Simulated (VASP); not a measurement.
Here is a VASP 6.6.1 calculation.

The input INCAR:

```
PREC = Accurate ; ENCUT = 520
EDIFF = 1E-8 ; ISMEAR = -1
SIGMA = 0.05 ; LREAL = False
LASPH = True ; NELM = 60
ALGO = Normal ; ISIF = 2
LWAVE = False ; LCHARG = False
GGA = PE ; LEFG = True
NBANDS = 8
```

The input KPOINTS:

```
regular mesh
0
Gamma
  13 13 13
```

The input POSCAR:

```
Sb
1.0
    3.1600000000      0.0000000000      0.0000000000
    0.0000000000      3.1600000000      0.0000000000
    0.0000000000      0.0000000000      3.0968000000
Sb
1
Direct
    0.0000000000      0.0000000000      0.0000000000
```

Potentials or basis: VASP PAW PBE potentials, release 64 (Sb).

The run is started by

```sh
$ cat potpaw_PBE.64/Sb/POTCAR > POTCAR
$ mpirun -np 1 vasp_std > vasp.out
```

Q: Estimate the pressure.

A: -1.6 GPa.

Electric field gradients, principal values (V/Å²):
| atom | least | middle | greatest (by size) |
| --- | --- | --- | --- |
| 1 Sb | 4.624 | 4.624 | -9.249 |

Caveat: the cell differs from its parent crystal (zz strain of -2 %); without QUAD_EFG the Cq values of the log hold for a quadrupole moment of 1 mb, not for the nuclei.
